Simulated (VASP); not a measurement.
# Si (Fddd) in VASP: notebook, part 2 of 2

VASP 6.6.1. The steps go on from the part before.

**5. Single point, LDA (strain +0.0100 x Voigt [0, 0, 0, 0, 0, 1])**

Contents of INCAR:

```
SYSTEM = Si
PREC = Accurate
ENCUT = 520
EDIFF = 1E-7
ISMEAR = 0
SIGMA = 0.15
LREAL = .FALSE.
LASPH = .TRUE.
NELM = 100
ALGO = Normal
ISIF = 2
LWAVE = .FALSE.
LCHARG = .FALSE.
NBANDS = 11
```

Contents of KPOINTS:

```
regular mesh
0
G
  26 26 26
  0 0 0
```

Contents of POSCAR:

```
Si
1.0
   -2.3705033790      2.3705033790      1.3052992317
    2.3705033790     -2.3705033790      1.3052992317
    2.3943275336      2.3943275336     -1.3052992317
Si
2
Direct
    0.2500000000      0.7500000000      0.5000000000
    0.5000000000      0.5000000000      0.0000000000
```

Potentials or basis: VASP PAW LDA potentials, release 64 (Si).

Started as:

```
> cat potpaw_LDA.64/Si/POTCAR > POTCAR
> mpirun -np 1 vasp_std > vasp.out
```

OUTCAR:

```text
SYSTEM = Si
   PREC = Accurate
   ENCUT = 520
   EDIFF = 1E-7
   ISMEAR = 0
   LREAL = .FALSE.
   LASPH = .TRUE.
   NELM = 100
   ISIF = 2

 ion  position               nearest neighbor table
   1  0.250  0.750  0.500-   2 2.47   2 2.47   2 2.47   2 2.47   2 3.08   2 3.08   2 3.08   2 3.08

   2  0.500  0.500  0.000-   1 2.47   1 2.47   1 2.47   1 2.47   1 3.08   1 3.08   1 3.08   1 3.08

  LATTYP: Found a face centered orthorhombic cell.
 ALAT       =     2.6105984634
 B/A-ratio  =     2.5682984766
 C/A-ratio  =     2.5941105216

  Lattice vectors:

 A1 = (   4.7648309126,   0.0238241546,   0.0000000000)
 A2 = (   2.3943275336,   2.3943275336,   1.3052992317)
 A3 = (   2.3705033790,  -2.3705033790,   1.3052992317)

Analysis of symmetry for initial positions (statically):
=====================================================================
 Subroutine PRICEL returns:
 Original cell was already a primitive cell.

 Routine SETGRP: Setting up the symmetry group for a
 face centered orthorhombic supercell.

 Subroutine GETGRP returns: Found  8 space group operations
 (whereof  4 operations were pure point group operations)
 out of a pool of  8 trial point group operations.

The static configuration has the point symmetry D_2 .
[... 168 lines left out ...]
 Fermi energy:         9.4623554047

 k-point     1 :       0.0000    0.0000    0.0000
  band No.  band energies     occupation
      1      -4.4656      2.00000
      2       6.7967      2.00000
      3       7.0101      2.00000
      4       7.3801      2.00000
      5      10.9510      0.00000
      6      17.1530      0.00000
      7      18.3905      0.00000
      8      18.4511      0.00000
      9      19.0354      0.00000
     10      19.6789      0.00000
     11      20.2540      0.00000
[... 309 lines left out ...]
 k-point    24 :       0.3846    0.0385    0.0000
  band No.  band energies     occupation
      1       0.1744      2.00000
      2       4.6931      2.00000
      3       6.7881      2.00000
      4       7.7762      2.00000
      5       8.7562      2.00000
      6      11.0766      0.00000
      7      13.9259      0.00000
      8      15.1833      0.00000
      9      16.6344      0.00000
     10      18.8056      0.00000
     11      22.6910      0.00000

 [... further k-points ...]
[... 5 lines left out ...]
  --------------------------------------------------------------------------------------
  -------------------------------------------------------------------------------------
  Total       -0.0283222     -0.0283222      0.0679565     -0.1512552      0.0000000      0.0000000
  in kB       -1.5312378     -1.5312378      3.6740717     -8.1776171      0.0000000      0.0000000
  external PRESSURE =       0.2038654 kB  Pullay stress =       0.0000000 kB

 VOLUME and BASIS-vectors are now :
 -----------------------------------------------------------------------------
  energy-cutoff  :      520.00
  volume of cell :       29.63
      direct lattice vectors                 reciprocal lattice vectors
    -2.370503379  2.370503379  1.305299232    -0.001049381  0.209876283  0.383053930
     2.370503379 -2.370503379  1.305299232     0.209876283 -0.001049381  0.383053930
     2.394327534  2.394327534 -1.305299232     0.208826901  0.208826901  0.000000000

 POSITION                                       TOTAL-FORCE (eV/Angst)
 -----------------------------------------------------------------------------------
      2.38242      0.01191      0.65265         0.000000     -0.000000     -0.000000
      0.00000      0.00000      1.30530        -0.000000      0.000000      0.000000
 -----------------------------------------------------------------------------------
    total drift:                                0.000000      0.000000      0.000000

  FREE ENERGIE OF THE ION-ELECTRON SYSTEM (eV)
  ---------------------------------------------------
  free  energy   TOTEN  =       -11.5059346521 eV

  energy  without entropy=      -11.4979837838  energy(sigma->0) =      -11.50195922
```

OSZICAR:

```text
N       E                     dE             d eps       ncg     rms          rms(c)
DAV:   1     0.397108438980E+01    0.39711E+01   -0.33715E+03 54386   0.607E+02
DAV:   2    -0.111203364408E+02   -0.15091E+02   -0.14550E+02 70227   0.827E+01
DAV:   3    -0.115370248448E+02   -0.41669E+00   -0.41329E+00 70714   0.115E+01
DAV:   4    -0.115388442583E+02   -0.18194E-02   -0.18191E-02 65308   0.942E-01
DAV:   5    -0.115388531732E+02   -0.89149E-05   -0.89139E-05 68466   0.602E-02    0.441E+00
DAV:   6    -0.115185448137E+02    0.20308E-01   -0.31748E-03 63050   0.271E-01    0.254E+00
DAV:   7    -0.115060068165E+02    0.12538E-01   -0.69138E-03 60499   0.412E-01    0.187E-01
DAV:   8    -0.115059404411E+02    0.66375E-04   -0.40463E-04 66098   0.114E-01    0.304E-02
DAV:   9    -0.115059351376E+02    0.53035E-05   -0.10553E-05 66790   0.199E-02    0.135E-02
DAV:  10    -0.115059346455E+02    0.49208E-06   -0.14324E-06 70373   0.593E-03    0.355E-03
DAV:  11    -0.115059346521E+02   -0.66311E-08   -0.93291E-08 41110   0.191E-03
   1 F= -.11505935E+02 E0= -.11501959E+02  d E =-.795087E-02
```

stdout:

```text
POSCAR found type information on POSCAR Si
 POSCAR found :  1 types and       2 ions
 scaLAPACK will be used
 LDA part: xc-table for (Slater(with rela. corr.)+CA(PZ))
 , standard interpolation
 POSCAR, INCAR and KPOINTS ok, starting setup
 FFT: planning ... GRIDC
 FFT: planning ... GRID_SOFT
 FFT: planning ... GRID
 WAVECAR not read
 entering main loop
```

It took 5.2 min on 1 thread of Intel Xeon Platinum 8559C (Emerald Rapids), shared host; peak memory 0.66 GiB.

Results:

| Quantity | Value |
| --- | --- |
| Free energy | -11.5059 eV |
| Pressure | 0.0 GPa |
| Band gap on the k mesh | zero (bands 4 and 5 overlap by 6.63 eV) |

Levels at points of the mesh, in eV from the Fermi level:
```tsv
k point	band 1	band 2	band 3	band 4	band 5	band 6	band 7	band 8	band 9
(0.00, 0.00, 0.00)	-13.93	-2.67	-2.45	-2.08	1.49	7.69	8.93	8.99	9.57
(0.50, 0.00, 0.00)	-7.57	-6.83	-2.18	-1.69	-1.48	1.09	4.55	5.52	9.03
(0.50, 0.50, 0.00)	-10.77	-10.77	0.21	0.21	2.41	2.41	8.60	8.60	9.76
(0.00, 0.00, 0.50)	-10.83	-10.83	0.36	0.36	2.60	2.60	8.65	8.65	9.77
(0.50, 0.50, 0.50)	-8.40	-8.40	-6.91	-6.91	6.05	6.05	13.00	13.00	13.90
```

Caveat: the cell differs from its parent crystal (strain +0.0100 x Voigt [0, 0, 0, 0, 0, 1]).

**6. The runs side by side**

```tsv
cell	gap on the mesh (eV)	pressure (GPa)
a = 3.676, b = 3.676, c = 3.551 Å, angles 97.5, 97.5, 138.4°, 2 atoms	none	0.0
a = 3.566, b = 3.566, c = 3.660 Å, angles 97.5, 97.5, 137.1°, 2 atoms	none	0.0
a = 3.645, b = 3.645, c = 3.582 Å, angles 97.5, 97.5, 138.0°, 2 atoms	none	0.0
a = 3.598, b = 3.598, c = 3.629 Å, angles 97.5, 97.5, 137.5°, 2 atoms	none	0.0
```

Alike in all rows: task single point; level LDA; potentials or basis VASP PAW LDA potentials, release 64 (Si); no spin polarisation; k mesh 26 × 26 × 26; cutoff (eV) 520; smearing gaussian 0.15 eV.

Total energies depend on the potentials used, so only differences within one code and one set of settings carry meaning.
